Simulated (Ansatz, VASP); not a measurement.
## Two plane-wave programs on SiC

File INCAR:

```
SYSTEM = SiC
  PREC = Accurate
  ENCUT = 600
  EDIFF = 1E-6
  ISMEAR = 1
  SIGMA = 0.5
  LREAL = .False.
  LASPH = .True.
  NELM = 120
  ALGO = Normal
  ISIF = 2
  LWAVE = .False.
  LCHARG = .True.
  GGA = PE
  LELF = .True.
  LVHAR = .True.
  NBANDS = 11
  GGA_COMPAT = .False.
```

File KPOINTS:

```
regular mesh
0
Gamma
  8 8 8
  0 0 0
```

The input POSCAR:

```
SiC
1.0
    0.0000000000      2.1780523476      2.1780523476
    2.1780523476      0.0000000000      2.1780523476
    2.1780523476      2.1780523476      0.0000000000
Si C
1 1
Direct
    0.0000000000      0.0000000000      0.0000000000
    0.2500000000      0.2500000000      0.2500000000
```

Input for Ansatz:

```yaml
crystal:
  lattice:
    - [0.0, 2.1780523476, 2.1780523476]
    - [2.1780523476, 0.0, 2.1780523476]
    - [2.1780523476, 2.1780523476, 0.0]
  atoms:
    - { symbol: Si, position: [0.0, 0.0, 0.0] }
    - { symbol: C, position: [0.25, 0.25, 0.25] }
kpoints:
  mp_grid: { grid: [8, 8, 8] }
hamiltonian:
  xc: pbe
scf:
  occupations: { method: methfessel_paxton, width: 0.5 }
  n_extra_bands: 4
output:
  forces: true
  stress: true
  eigenvalues: true
```

Alike in both runs: task single point; functional PBE; k mesh 8 × 8 × 8; occupations methfessel-paxton of order 1, width 0.5 eV; no spin polarisation.

|  | VASP | Ansatz |
| --- | --- | --- |
| version | VASP 6.6.1 | Ansatz 0.2.0 |
| potentials or method | VASP PAW PBE potentials, release 64 (Si, C) | plane waves |
| plane-wave cutoff (eV) | 600 | 420 |
| valence electrons in the cell | 8 | 8 |

VASP gave:

- pressure (GPa): 3.4

Question: Estimate Ansatz's values.

Answer: Pressure (GPa): 3.6.
